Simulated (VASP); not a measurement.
MoS2: single point with r2SCAN

MoS2, a slab with vacuum:

```
Mo S
1.0
     3.18434    0.00000    0.00000
    -1.59217    2.75772    0.00000
     0.00000    0.00000   38.17889
Mo S
4 8
Direct
  0.66667 0.33333 0.91484
  0.66667 0.33333 0.25505
  0.33333 0.66667 0.74495
  0.33333 0.66667 0.08516
  0.33333 0.66667 0.95551
  0.33333 0.66667 0.29570
  0.66667 0.33333 0.78562
  0.66667 0.33333 0.12582
  0.33333 0.66667 0.87418
  0.33333 0.66667 0.21438
  0.66667 0.33333 0.70430
  0.66667 0.33333 0.04449
```

| Quantity | Value |
| --- | --- |
| Program | VASP 6.6.1 |
| Task | single point |
| Functional | r2SCAN |
| Potentials or basis | VASP PAW PBE potentials, release 64 (Mo_sv, S) |
| Cutoff | 520 eV |
| k mesh | 12 × 12 × 1 |
| Occupations | gaussian, width 0.02 eV |
| Spin | no spin polarisation |
| Dipole correction | no |
| Further INCAR settings | ALGO = Normal; EDIFF = 1e-07; NBANDS = 64 |

| Quantity | Value |
| --- | --- |
| Largest force | 0.007 eV/Å |
| Band gap on the k mesh | 1.24 eV (least direct gap 1.74 eV) |

Forces in eV/Å, atoms in the order of the input:
```
Mo   0.000  0.000  0.000
Mo   0.000  0.000  0.001
Mo   0.000  0.000 -0.001
Mo   0.000  0.000  0.000
S    0.000  0.000  0.007
S    0.000  0.000  0.005
S    0.000  0.000  0.004
S    0.000  0.000  0.005
S    0.000  0.000 -0.005
S    0.000  0.000 -0.004
S    0.000  0.000 -0.005
S    0.000  0.000 -0.007
```

Levels at points of the mesh, in eV from the valence-band top:
```csv
k point,band 49,band 50,band 51,band 52,band 53,band 54,band 55,band 56
"(0.00, 0.00, 0.00)",-0.72,-0.44,-0.17,0.00,2.42,2.42,2.43,2.43
"(0.50, 0.00, 0.00)",-1.19,-1.17,-1.15,-1.14,1.86,1.86,1.87,1.88
```

Run time: 51 min on 1 thread of AMD EPYC 7R13 Processor (Zen 3) (shared host), peak memory 0.6 GiB.

Caveat: the PAW data sets were made with another functional, which shifts forces and pressure a little.
